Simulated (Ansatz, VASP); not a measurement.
**Hf4F: VASP beside Ansatz**

Contents of INCAR:

```
SYSTEM = Hf4F
PREC = Accurate ; ENCUT = 520
EDIFF = 1E-6 ; ISMEAR = 0
SIGMA = 0.1 ; LREAL = .FALSE.
LASPH = .TRUE. ; NELM = 80
ALGO = Normal ; ISIF = 2
LWAVE = .FALSE. ; LCHARG = .FALSE.
LDIPOL = .TRUE. ; IDIPOL = 3
DIPOL = 0.5 0.5 0.356 ; GGA = PE
NBANDS = 32
```

File KPOINTS:

```
regular mesh
0
G
  9 9 1
  0 0 0
```

POSCAR

```
Hf4F
1.0
    3.2048170381      0.0000000000      0.0000000000
   -1.6024085190      2.7754529695      0.0000000000
    0.0000000000      0.0000000000     24.5281466259
Hf F
4 1
Direct
    0.6666666667      0.3333333333      0.1630779553
    0.3333333333      0.6666666667      0.2663815885
    0.6666666667      0.3333333333      0.3732987945
    0.3333333333      0.6666666667      0.4699966451
    1.0000000000      0.0000000000      0.5087276595
```

Input for Ansatz:

```yaml
crystal:
  lattice:
    - [3.2048170381, 0.0, 0.0]
    - [-1.602408519, 2.7754529695, 0.0]
    - [0.0, 0.0, 24.5281466259]
  atoms:
    - { symbol: Hf, position: [0.6666666667, 0.3333333333, 0.1630779553] }
    - { symbol: Hf, position: [0.3333333333, 0.6666666667, 0.2663815885] }
    - { symbol: Hf, position: [0.6666666667, 0.3333333333, 0.3732987945] }
    - { symbol: Hf, position: [0.3333333333, 0.6666666667, 0.4699966451] }
    - { symbol: F, position: [1.0, 0.0, 0.5087276595] }
basis:
  ecutwfc: 420
kpoints:
  mp_grid: { grid: [9, 9, 1] }
hamiltonian:
  xc: pbe
scf:
  occupations: { method: gaussian, width: 0.1 }
output:
  forces: true
  eigenvalues: true
efield:
  axis: 3
  dipole_correction: true
  ramp_width: 0.04
```

Alike in both runs: task single point; functional PBE; k mesh 9 × 9 × 1; occupations gaussian, width 0.1 eV; no spin polarisation.

|  | VASP | Ansatz |
| --- | --- | --- |
| version | VASP 6.6.1 | Ansatz 0.2.0 |
| potentials or method | VASP PAW PBE potentials, release 64 (Hf_pv, F), cutoff 520 eV | scalar-relativistic, plane waves, PAW |
| valence electrons in the cell | 47 | 111 |

```csv
,VASP,Ansatz,Ansatz less VASP
gap on the k mesh at the Fermi level (eV),none,none,-
rms of the force components (eV/Å),1.364,1.427,+0.0635
```

Atom by atom the forces differ by 0.068 eV/Å (rms over components). A gap of «none» marks a metal or a gap that the smearing closes. The functional is the same, so the differences come from potentials, cutoffs and numerics. VASP's potentials hold 47 valence electrons a cell and Ansatz's 111, so a difference there can come from the potentials and not from the codes.

Neither program's run includes spin-orbit coupling.
